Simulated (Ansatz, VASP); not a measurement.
# P3C2: VASP beside Ansatz

```
P C
1.0
     2.79013    0.00000    0.00000
     0.00000    2.79013    0.00000
     0.00000    0.00000    7.62263
P C
3 2
Direct
  0.00000 0.50000 0.36613
  0.50000 0.00000 0.63387
  0.50000 0.50000 0.00000
  0.50000 0.00000 0.38446
  0.00000 0.50000 0.61554
```

Change from the starting cell: species swapped into the Er2Se3 type (P-4m2, No. 115).

Alike in both runs: task relaxation of cell and atoms; functional PBE; k mesh 14 × 14 × 6; occupations gaussian, width 0.1 eV; no spin polarisation.

|  | VASP | Ansatz |
| --- | --- | --- |
| version | VASP 6.6.1 | Ansatz 0.2.0 |
| potentials or method | VASP PAW PBE potentials, release 64 (P, C), cutoff 600 eV | scalar-relativistic, plane waves, PAW |
| valence electrons in the cell | 23 | 23 |

```csv
,VASP,Ansatz,Ansatz less VASP
"gap on the k mesh at the Fermi level, each at its own relaxed structure (eV)",none,none,-
relaxed volume (Å³/atom),11.65,11.68,+0.024
relaxed length of the cell vector where the two differ most in proportion (Å),2.780,2.783,+0.0024
```

A gap of «none» marks a metal or a gap that the smearing closes.
